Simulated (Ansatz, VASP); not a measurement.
# One calculation of Br, two programs

INCAR

```
PREC     = Accurate       # precision mode
ENCUT    = 520            # plane-wave cutoff, eV
EDIFF    = 1E-7           # SCF threshold, eV
ISMEAR   = 0              # smearing method
SIGMA    = 0.1            # smearing width, eV
LREAL    = F              # projectors in reciprocal space
LASPH    = T              # aspherical terms in the spheres
NELM     = 60             # most SCF steps
ALGO     = Normal         # electronic algorithm
ISIF     = 2              # what is computed and relaxed
LWAVE    = F              # write WAVECAR
LCHARG   = F              # write CHGCAR
GGA      = PE             # functional
NBANDS   = 10             # bands
```

Contents of KPOINTS:

```
regular mesh
0
Gamma
  18 18 18
```

POSCAR

```
Br
1.0
   -1.0685530501      1.6882116517      3.5526747642
    1.3348987121     -1.6882116517      3.6484618043
    1.0685530501      1.6882116517     -3.5526747642
Br
1
Direct
    0.0000000000      0.0000000000      0.0000000000
```

Input for Ansatz:

```yaml
crystal:
  lattice:
    - [-1.0685530501, 1.6882116517, 3.5526747642]
    - [1.3348987121, -1.6882116517, 3.6484618043]
    - [1.0685530501, 1.6882116517, -3.5526747642]
  atoms:
    - { symbol: Br, position: [0.0, 0.0, 0.0] }
basis:
  ecutwfc: 420
kpoints:
  mp_grid: { grid: [18, 18, 18] }
hamiltonian:
  xc: pbe
scf:
  occupations: { method: gaussian, width: 0.1 }
output:
  forces: true
  stress: true
  eigenvalues: true
```

Alike in both runs: task single point; functional PBE; k mesh 18 × 18 × 18; occupations gaussian, width 0.1 eV; no spin polarisation.

|  | VASP | Ansatz |
| --- | --- | --- |
| version | VASP 6.6.1 | Ansatz 0.2.0 |
| potentials or method | VASP PAW PBE potentials, release 64 (Br), cutoff 520 eV | scalar-relativistic, plane waves, PAW |
| valence electrons in the cell | 7 | 7 |

```tsv
	VASP	Ansatz	Ansatz less VASP
gap on the k mesh at the Fermi level (eV)	none	none	-
pressure (GPa)	9.2	9.2	-0.02
traceless stress, the component that is largest in VASP (GPa)	14.48	14.44	-0.037
```

A gap of «none» marks a metal or a gap that the smearing closes. With one functional, cell and mesh, what is left measures potentials, basis and numerics.
